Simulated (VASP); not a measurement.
# SiWS2N (P4/mmm) in VASP: further runs

The runs below take SiWS2N through single point, with PBE.

Program: VASP 6.6.1. These are calculated values, not measurements. Logs are shortened: lines on timing, memory, paths and dates and some standing lists are left out, and cuts for length are marked.

**1. The cell of the first run**

It takes space group P4/mmm (No. 123, tetragonal). The conventional cell has a = 4.726 Å, b = 4.726 Å, c = 3.236 Å, α = 90.00°, β = 90.00°, γ = 90.00°. Si (site symmetry 4/mmm) has 2 N at 1.62 Å within 2.2 Å. W (site symmetry 4/mmm) has 8 S at 2.86 Å and 2 W at 3.24 Å and 4 N at 3.34 Å and 8 Si at 3.71 Å within 3.8 Å. Within 3.1 Å of S (site symmetry mmm) lie 2 Si at 2.36 Å and 4 W at 2.86 Å and 4 N at 2.86 Å. Within 2.2 Å of N (site symmetry 4/mmm) lie 2 Si at 1.62 Å.

**2. Single point, PBE, collinear spin, ferrimagnetic start**

INCAR

```
SYSTEM = SiWS2N
PREC = Accurate
ENCUT = 520
EDIFF = 1E-7
ISMEAR = 0
SIGMA = 0.1
LREAL = .False.
LASPH = .True.
NELM = 150
ALGO = Normal
ISIF = 2
LWAVE = .False.
LCHARG = .False.
ISPIN = 2
MAGMOM = 0 2.31 0 0 -0.45
LORBIT = 11
LMAXMIX = 4
GGA = PE
NBANDS = 30
```

KPOINTS

```
regular mesh
0
Gamma
  10 10 10
  0 0 0
```

POSCAR

```
SiWS2N
1.0
    4.7256811680      0.0000000000      0.0000000000
    0.0000000000      4.7256811680      0.0000000000
    0.0000000000      0.0000000000      3.2356383649
Si W S N
1 1 2 1
Direct
    0.0000000000      0.0000000000      0.0000000000
    0.5000000000      0.5000000000      0.5000000000
    0.5000000000      0.0000000000      0.0000000000
    0.0000000000      0.5000000000      0.0000000000
    0.0000000000      0.0000000000      0.5000000000
```

Potentials or basis: VASP PAW PBE potentials, release 64 (Si, W_sv, S, N).

Command:

```bash
> cat potpaw_PBE.64/Si/POTCAR potpaw_PBE.64/W_sv/POTCAR potpaw_PBE.64/S/POTCAR potpaw_PBE.64/N/POTCAR > POTCAR
> mpirun -np 1 vasp_std > vasp.out
```

OUTCAR:

```text
SYSTEM = SiWS2N
   PREC = Accurate
   ENCUT = 520
   EDIFF = 1E-7
   ISMEAR = 0
   LREAL = .False.
   LASPH = .True.
   NELM = 150
   ISIF = 2
   ISPIN = 2
   LORBIT = 11
   GGA = PE

 ion  position               nearest neighbor table
   1  0.000  0.000  0.000-   5 1.62   5 1.62   3 2.36   4 2.36   4 2.36   3 2.36
   2  0.500  0.500  0.500-   3 2.86   4 2.86   3 2.86   4 2.86   3 2.86   3 2.86   4 2.86   4 2.86

   3  0.500  0.000  0.000-   1 2.36   1 2.36   2 2.86   2 2.86   2 2.86   2 2.86
   4  0.000  0.500  0.000-   1 2.36   1 2.36   2 2.86   2 2.86   2 2.86   2 2.86
   5  0.000  0.000  0.500-   1 1.62   1 1.62

  LATTYP: Found a simple tetragonal cell.
 ALAT       =     4.7256811680
 C/A-ratio  =     0.6846924813

  Lattice vectors:

 A1 = (   4.7256811680,   0.0000000000,   0.0000000000)
 A2 = (   0.0000000000,   4.7256811680,   0.0000000000)
 A3 = (   0.0000000000,   0.0000000000,   3.2356383649)

Analysis of symmetry for initial positions (statically):
=====================================================================
 Subroutine PRICEL returns:
 Original cell was already a primitive cell.

 Routine SETGRP: Setting up the symmetry group for a
 simple tetragonal supercell.

 Subroutine GETGRP returns: Found 16 space group operations
 (whereof 16 operations were pure point group operations)
 out of a pool of 16 trial point group operations.

The static configuration has the point symmetry D_4h.

Analysis of symmetry for dynamics (positions and initial velocities):
=====================================================================
 Subroutine PRICEL returns:
 Original cell was already a primitive cell.

 Routine SETGRP: Setting up the symmetry group for a
 simple tetragonal supercell.

 Subroutine GETGRP returns: Found 16 space group operations
 (whereof 16 operations were pure point group operations)
 out of a pool of 16 trial point group operations.

The dynamic configuration has the point symmetry D_4h.

Analysis of structural, dynamic, and magnetic symmetry:
=====================================================================
 Subroutine PRICEL returns:
 Original cell was already a primitive cell.

 Routine SETGRP: Setting up the symmetry group for a
 simple tetragonal supercell.

 Subroutine GETGRP returns: Found 16 space group operations
 (whereof 16 operations were pure point group operations)
 out of a pool of 16 trial point group operations.

The overall configuration has the point symmetry D_4h.

 Subroutine INISYM returns: Found 16 space group operations
 (whereof 16 operations are pure point group operations),
 and found     1 'primitive' translations

----------------------------------------------------------------------------------------

                                     Primitive cell

  volume of cell :      72.2585

  direct lattice vectors                    reciprocal lattice vectors
     4.725681168  0.000000000  0.000000000     0.211609705  0.000000000  0.000000000
     0.000000000  4.725681168  0.000000000     0.000000000  0.211609705  0.000000000
     0.000000000  0.000000000  3.235638365     0.000000000  0.000000000  0.309058024

  length of vectors
     4.725681168  4.725681168  3.235638365     0.211609705  0.211609705  0.309058024

  position of ions in fractional coordinates (direct lattice)
     0.000000000  0.000000000  0.000000000
     0.500000000  0.500000000  0.500000000
     0.500000000  0.000000000  0.000000000
     0.000000000  0.500000000  0.000000000
     0.000000000  0.000000000  0.500000000

  ion indices of the primitive-cell ions
   primitive index   ion index
                 1           1
                 2           2
                 3           3
                 4           4
                 5           5

----------------------------------------------------------------------------------------

 KPOINTS: regular mesh

Automatic generation of k-mesh.
 Grid dimensions read from file:
 generate k-points for:   10   10   10

 Generating k-lattice:

  Cartesian coordinates                     Fractional coordinates (reciprocal lattice)
     0.021160971  0.000000000  0.000000000     0.100000000  0.000000000  0.000000000
     0.000000000  0.021160971  0.000000000     0.000000000  0.100000000  0.000000000
     0.000000000  0.000000000  0.030905802     0.000000000  0.000000000  0.100000000

  Length of vectors
     0.021160971  0.021160971  0.030905802

  Shift w.r.t. Gamma in fractional coordinates (k-lattice)
     0.000000000  0.000000000  0.000000000

 Subroutine IBZKPT returns following result:
 ===========================================

 Found    126 irreducible k-points:

 Following reciprocal coordinates:
            Coordinates               Weight
  0.000000  0.000000  0.000000      1.000000
  0.100000  0.000000  0.000000      4.000000
  0.200000  0.000000  0.000000      4.000000
  0.300000  0.000000  0.000000      4.000000
  0.400000  0.000000  0.000000      4.000000
  0.500000  0.000000  0.000000      2.000000
[... 16 lines left out ...]
  0.100000  0.000000  0.100000      8.000000
  0.200000  0.000000  0.100000      8.000000
 [... further k-points ...]
   k-points           NKPTS =    126   k-points in BZ     NKDIM =    126   number of bands    NBANDS=     30
   number of dos      NEDOS =    301   number of ions     NIONS =      5
   total plane-waves  NPLWV =  31104
   dimension x,y,z NGX =    36 NGY =   36 NGZ =   24
   dimension x,y,z NGXF=    72 NGYF=   72 NGZF=   48
   ions per type =               1   1   2   1
   NGX,Y,Z   is equivalent  to a cutoff of  12.66, 12.66, 12.33 a.u.
   NGXF,Y,Z  is equivalent  to a cutoff of  25.33, 25.33, 24.66 a.u.
 SYSTEM =  SiWS2N
   PREC   = accura    normal or accurate (medium, high low for compatibility)
   ISTART =      0    job   : 0-new  1-cont  2-samecut
   ICHARG =      2    charge: 1-file 2-atom 10-const
   ISPIN  =      2    spin polarized calculation?
   LNONCOLLINEAR =      F non collinear calculations
   LSORBIT =      F    spin-orbit coupling
   LASPH  =      T    aspherical Exc in radial PAW
   ENCUT  =  520.0 eV  38.22 Ry    6.18 a.u.   8.79  8.79  6.02*2*pi/ulx,y,z
   NELM   =    150;   NELMIN=  2; NELMDL= -5     # of ELM steps
   EDIFF  = 0.1E-06   stopping-criterion for ELM
   LREAL  =      F    real-space projection
   EDIFFG = 0.1E-05   stopping-criterion for IOM
   NSW    =      0    number of steps for IOM
   IBRION =     -1    ionic relax: 0-MD 1-quasi-New 2-CG
   NFREE  =      0    steps in history (QN), initial steepest desc. (CG)
   ISIF   =      2    stress and relaxation
   ISYM   =      2    0-nonsym 1-usesym 2-fastsym
   POTIM  = 0.5000    time-step for ionic-motion
   TEBEG  =    0.0;   TEEND  =   0.0 temperature during run
   PSTRESS=    0.0 pullay stress
   NELECT =      35.0000    total number of electrons
   NUPDOWN=      -1.0000    fix difference up-down
   EMIN   =  10.00;   EMAX   =-10.00  energy-range for DOS
   EFERMI =   0.00;   METHOD = LEGACY
   ISMEAR =     0;   SIGMA  =   0.10  broadening in eV -4-tet -1-fermi 0-gaus
   EFERMI_NEDOS =   21; number of points for ismear=-14 and -15
   IALGO  =     38    algorithm
   IMIX   =      4    mixing-type and parameters
     AMIX     =   0.40;   BMIX     =  1.00
     AMIX_MAG =   1.60;   BMIX_MAG =  1.00
  volume/ion in A,a.u.               =      14.45        97.52
  Fermi-wavevector in a.u.,A,eV,Ry     =   1.285685  2.429592 22.490239  1.652986
  Thomas-Fermi vector in A             =   2.417805
   LORBIT       =     11    0 simple, 1 ext, 2 COOP (PROOUT), +10 PAW based schemes
   GGA     = PE    functional components
   LHFCALC =     F    Hartree Fock is set to
   AEXX    =    0.0000 exact exchange contribution
   IVDW    =     0    specifies the selected vdW correction
   LEPSILON=     F    determine dielectric tensor
   LRPA    =     F    only Hartree local field effects (RPA)
 spin polarized calculation
 Gauss-broadening in eV      SIGMA  =   0.10
  energy-cutoff  :      520.00
  volume of cell :       72.26
 maximum number of plane-waves:      1984
 NGX is ok and might be reduce to    36
   NGX = 17   NGY = 17   NGZ = 13

 number of electron      35.0000003 magnetization       2.2291686

 Free energy of the ion-electron system (eV)
  ---------------------------------------------------
  ext. energy  EPLUGINS =         0.00000000
  ---------------------------------------------------
  free energy    TOTEN  =       -31.52584929 eV

  energy without entropy =      -31.51585597  energy(sigma->0) =      -31.52085263

 E-fermi :   8.2279     XC(G=0): -11.4434

 val. band max:        8.2277985224   @ k =   0.3000   0.2000   0.5000
 cond. band min:       8.2328388215   @ k =   0.3000   0.3000   0.4000
 fundamental gap:      0.0050402991
 Fermi energy:         8.2278649445

 spin component 1

 k-point     1 :       0.0000    0.0000    0.0000
  band No.  band energies     occupation
      1     -66.9205      1.00000
      2     -31.2483      1.00000
      3     -31.2483      1.00000
      4     -30.9759      1.00000
      5      -9.0598      1.00000
      6      -4.9630      1.00000
[... 757 lines left out ...]
     28      17.7396      0.00000
     29      18.4511      0.00000

 [... further k-points ...]

 spin component 2

 k-point     1 :       0.0000    0.0000    0.0000
  band No.  band energies     occupation
      1     -66.0863      1.00000
      2     -30.0592      1.00000
      3     -30.0131      1.00000
      4     -30.0131      1.00000
      5      -8.9891      1.00000
      6      -4.9546      1.00000
[... 757 lines left out ...]
     28      17.7898      0.00000
     29      18.6779      0.00000

 [... further k-points ...]

 [bands above 29 left out]

------------------------ aborting loop because EDIFF is reached ----------------------------------------

  FORCE on cell =-STRESS in cart. coord.  units (eV):
  Direction    XX          YY          ZZ          XY          YZ          ZX
  --------------------------------------------------------------------------------------
  -------------------------------------------------------------------------------------
  Total       -0.0407419     -0.0407419     -0.0229842      0.0000000     -0.0000000      0.0000000
  in kB       -0.9033651     -0.9033651     -0.5096259      0.0000000     -0.0000000      0.0000000
  external PRESSURE =      -0.7721187 kB  Pullay stress =       0.0000000 kB

 VOLUME and BASIS-vectors are now :
 -----------------------------------------------------------------------------
  energy-cutoff  :      520.00
  volume of cell :       72.26
      direct lattice vectors                 reciprocal lattice vectors
     4.725681168  0.000000000  0.000000000     0.211609705  0.000000000  0.000000000
     0.000000000  4.725681168  0.000000000     0.000000000  0.211609705  0.000000000
     0.000000000  0.000000000  3.235638365     0.000000000  0.000000000  0.309058024

 POSITION                                       TOTAL-FORCE (eV/Angst)
 -----------------------------------------------------------------------------------
      0.00000      0.00000      0.00000         0.000000      0.000000      0.000000
      2.36284      2.36284      1.61782         0.000000      0.000000      0.000000
      2.36284      0.00000      0.00000         0.000000      0.000000      0.000000
      0.00000      2.36284      0.00000         0.000000      0.000000      0.000000
      0.00000      0.00000      1.61782         0.000000      0.000000      0.000000
 -----------------------------------------------------------------------------------
    total drift:                                0.000000      0.000000      0.000000

  FREE ENERGIE OF THE ION-ELECTRON SYSTEM (eV)
  ---------------------------------------------------
  free  energy   TOTEN  =       -31.5258492895 eV

  energy  without entropy=      -31.5158559718  energy(sigma->0) =      -31.52085263

 total charge

# of ion       s       p       d       tot
------------------------------------------
    1        0.683   0.958   0.000   1.641
    2        2.272   6.085   3.197  11.554
    3        1.354   2.319   0.000   3.673
    4        1.354   2.319   0.000   3.673
    5        1.278   2.630   0.000   3.908
--------------------------------------------------
tot          6.941  14.311   3.197  24.449

 magnetization (x)

# of ion       s       p       d       tot
------------------------------------------
    1        0.007   0.011   0.000   0.018
    2        0.074   0.021   1.693   1.788
    3        0.007  -0.082   0.000  -0.075
    4        0.007  -0.082   0.000  -0.075
    5        0.004   0.061   0.000   0.065
--------------------------------------------------
tot          0.099  -0.071   1.693   1.721
```

It took 4.2 min on 1 thread of Intel Xeon 6975P-C (Granite Rapids), shared host; peak memory 0.51 GiB.

Results:

* Free energy: -31.5258 eV
* Pressure: -0.1 GPa
* Net moment: 2.23 μB per cell
* Site moments: Si +0.02; W +1.79; S -0.07; N +0.07 μB
* Valence electrons inside the program's atomic spheres: Si 1.64; W 11.55; S 3.67; N 3.91

Caveat: spin-orbit coupling is left out, which moves the levels of the heavy elements.

[end of part 1 of 2]
